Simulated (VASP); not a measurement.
# SiC (P6_3mc) in VASP: a series of runs, part 2 of 2

VASP 6.6.1.

## Step 3: Single point, PBE

The input, INCAR:

```
PREC     = Accurate       # precision mode
ENCUT    = 520            # plane-wave cutoff, eV
EDIFF    = 1E-6           # SCF threshold, eV
ISMEAR   = 0              # smearing method
SIGMA    = 0.01           # smearing width, eV
LREAL    = F              # projectors in reciprocal space
LASPH    = T              # aspherical terms in the spheres
NELM     = 100            # most SCF steps
ALGO     = Normal         # electronic algorithm
ISIF     = 2              # what is computed and relaxed
LWAVE    = F              # write WAVECAR
LCHARG   = T              # write CHGCAR
GGA      = PE             # functional
LELF     = T              # ELF
LVHAR    = T            
NBANDS   = 16             # bands
```

The input, KPOINTS:

```
regular mesh
0
Gamma
  6 6 4
```

The input, POSCAR:

```
SiC
1.0
    3.0753564100      0.0000000000      0.0000000000
   -1.5376782050      2.6633367767      0.0000000000
    0.0000000000      0.0000000000      5.0481087359
Si C
2 2
Direct
    0.3333333333      0.6666666667      0.4995917744
    0.6666666667      0.3333333333      0.9995917744
    0.3333333333      0.6666666667      0.8754082256
    0.6666666667      0.3333333333      0.3754082256
```

Potentials or basis: VASP PAW PBE potentials, release 64 (Si, C).

Launch:

```
$ cat potpaw_PBE.64/Si/POTCAR potpaw_PBE.64/C/POTCAR > POTCAR
$ mpirun -np 1 vasp_std > vasp.out
```

OUTCAR:

```text
PREC = Accurate
   ENCUT = 520
   EDIFF = 1E-6
   ISMEAR = 0
   LREAL = F
   LASPH = T
   NELM = 100
   ISIF = 2
   GGA = PE

 ion  position               nearest neighbor table
   1  0.333  0.667  0.500-   4 1.88   4 1.88   4 1.88   3 1.90   2 3.09   2 3.09   2 3.09   2 3.09
                             2 3.09   2 3.09
   2  0.667  0.333  1.000-   3 1.88   3 1.88   3 1.88   4 1.90   1 3.09   1 3.09   1 3.09   1 3.09
                             1 3.09   1 3.09
   3  0.333  0.667  0.875-   2 1.88   2 1.88   2 1.88   1 1.90
   4  0.667  0.333  0.375-   1 1.88   1 1.88   1 1.88   2 1.90

  LATTYP: Found a hexagonal cell.
 ALAT       =     3.0753564100
 C/A-ratio  =     1.6414711217

  Lattice vectors:

 A1 = (   3.0753564100,   0.0000000000,   0.0000000000)
 A2 = (  -1.5376782050,   2.6633367767,   0.0000000000)
 A3 = (   0.0000000000,   0.0000000000,   5.0481087359)

Analysis of symmetry for initial positions (statically):
=====================================================================
 Subroutine PRICEL returns:
 Original cell was already a primitive cell.
[... 174 lines left out ...]

 val. band max:        8.2683019801   @ k =   0.0000   0.0000   0.0000
 cond. band min:      10.5387317826   @ k =   0.3333   0.3333   0.0000
 fundamental gap:      2.2704298026
 Fermi energy:         8.3783753848

 k-point     1 :       0.0000    0.0000    0.0000
  band No.  band energies     occupation
      1      -7.3062      2.00000
      2      -3.7390      2.00000
      3      -0.4344      2.00000
      4       6.9517      2.00000
      5       6.9517      2.00000
      6       8.1554      2.00000
[... 376 lines left out ...]
      3       0.5176      2.00000
      4       0.5176      2.00000
      5       2.6265      2.00000
      6       2.6265      2.00000
[... 8 lines left out ...]
     15      19.9184      0.00000
     16      19.9184      0.00000

------------------------ aborting loop because EDIFF is reached ----------------------------------------

  FORCE on cell =-STRESS in cart. coord.  units (eV):
  Direction    XX          YY          ZZ          XY          YZ          ZX
  --------------------------------------------------------------------------------------
  -------------------------------------------------------------------------------------
  Total        0.9211044      0.9211044      0.8341052      0.0000000     -0.0000000      0.0000000
  in kB       35.6918602     35.6918602     32.3207304      0.0000000     -0.0000000      0.0000000
  external PRESSURE =      34.5681503 kB  Pullay stress =       0.0000000 kB

 VOLUME and BASIS-vectors are now :
 -----------------------------------------------------------------------------
  energy-cutoff  :      520.00
  volume of cell :       41.35
      direct lattice vectors                 reciprocal lattice vectors
     3.075356410  0.000000000  0.000000000     0.325165563  0.187734426  0.000000000
    -1.537678205  2.663336777  0.000000000     0.000000000  0.375468851  0.000000000
     0.000000000  0.000000000  5.048108736     0.000000000  0.000000000  0.198093990

 POSITION                                       TOTAL-FORCE (eV/Angst)
 -----------------------------------------------------------------------------------
     -0.00000      1.77556      2.52199        -0.000000      0.000000     -0.004194
      1.53768      0.88778      5.04605         0.000000     -0.000000     -0.004194
     -0.00000      1.77556      4.41916         0.000000     -0.000000      0.004194
      1.53768      0.88778      1.89510        -0.000000      0.000000      0.004194
 -----------------------------------------------------------------------------------
    total drift:                               -0.000000     -0.000000     -0.000184

  FREE ENERGIE OF THE ION-ELECTRON SYSTEM (eV)
  ---------------------------------------------------
  free  energy   TOTEN  =       -30.0926515793 eV

  energy  without entropy=      -30.0926515793  energy(sigma->0) =      -30.09265158
```

stdout:

```text
POSCAR found type information on POSCAR SiC
 POSCAR found :  2 types and       4 ions
 scaLAPACK will be used
 LDA part: xc-table for (Slater+PW92), standard interpolation
 POSCAR, INCAR and KPOINTS ok, starting setup
 FFT: planning ... GRIDC
 FFT: planning ... GRID_SOFT
 FFT: planning ... GRID
 WAVECAR not read
 entering main loop
```

Run time: 7.3 s. Hardware: 1 thread of Intel Xeon 6975P-C, shared host; peak memory 0.15 GiB.

What came out:

```yaml
Free_energy: -30.0927 eV
Pressure: 3.5 GPa
Largest_force: 0.004 eV/Å
Band_gap_on_the_k_mesh: 2.27 eV, indirect (least direct gap 3.97 eV)
```

Forces on the atoms (eV/Å):
```
Si   0.000  0.000 -0.004
Si   0.000  0.000 -0.004
C    0.000  0.000  0.004
C    0.000  0.000  0.004
```
